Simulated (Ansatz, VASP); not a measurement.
One calculation of ScAl3, two programs

INCAR

```
PREC = Accurate
ENCUT = 520
EDIFF = 1E-6
ISMEAR = 0
SIGMA = 0.1
LREAL = F
LASPH = T
NELM = 60
ALGO = Normal
ISIF = 2
LWAVE = F
LCHARG = T
GGA = PE
LELF = T
LVHAR = T
NBANDS = 18
```

File KPOINTS:

```
regular mesh
0
Gamma
  10 10 10
```

POSCAR

```
ScAl3
1.0
    4.0215248236      0.0000000000      0.0000000000
    0.0000000000      4.0215248236      0.0000000000
    0.0000000000      0.0000000000      4.0215248236
Sc Al
1 3
Direct
    0.0000000000      0.0000000000      0.0000000000
    0.5000000000      0.0000000000      0.5000000000
    0.0000000000      0.5000000000      0.5000000000
    0.5000000000      0.5000000000      0.0000000000
```

Input for Ansatz:

```yaml
crystal:
  lattice:
    - [4.0215248236, 0.0, 0.0]
    - [0.0, 4.0215248236, 0.0]
    - [0.0, 0.0, 4.0215248236]
  atoms:
    - { symbol: Sc, position: [0.0, 0.0, 0.0] }
    - { symbol: Al, position: [0.5, 0.0, 0.5] }
    - { symbol: Al, position: [0.0, 0.5, 0.5] }
    - { symbol: Al, position: [0.5, 0.5, 0.0] }
basis:
  ecutwfc: 420
kpoints:
  mp_grid: { grid: [10, 10, 10] }
hamiltonian:
  xc: pbe
scf:
  occupations: { method: gaussian, width: 0.1 }
output:
  forces: true
  stress: true
  eigenvalues: true
  write_density: true
  write_potential: true
  elf: true
  volumetric_format: npy
```

Alike in both runs: task single point; functional PBE; k mesh 10 × 10 × 10; occupations gaussian, width 0.1 eV; no spin polarisation.

```csv
,VASP,Ansatz
version,VASP 6.6.1,Ansatz 0.2.0
potentials or method,"VASP PAW PBE potentials, release 64 (Sc_sv, Al), cutoff 520 eV","scalar-relativistic, plane waves, PAW"
valence electrons in the cell,20,20
```

```tsv
	VASP	Ansatz	Ansatz less VASP
gap on the k mesh at the Fermi level (eV)	none	none	-
pressure (GPa)	6.1	6.1	-0.03
```

A gap of «none» marks a metal or a gap that the smearing closes.
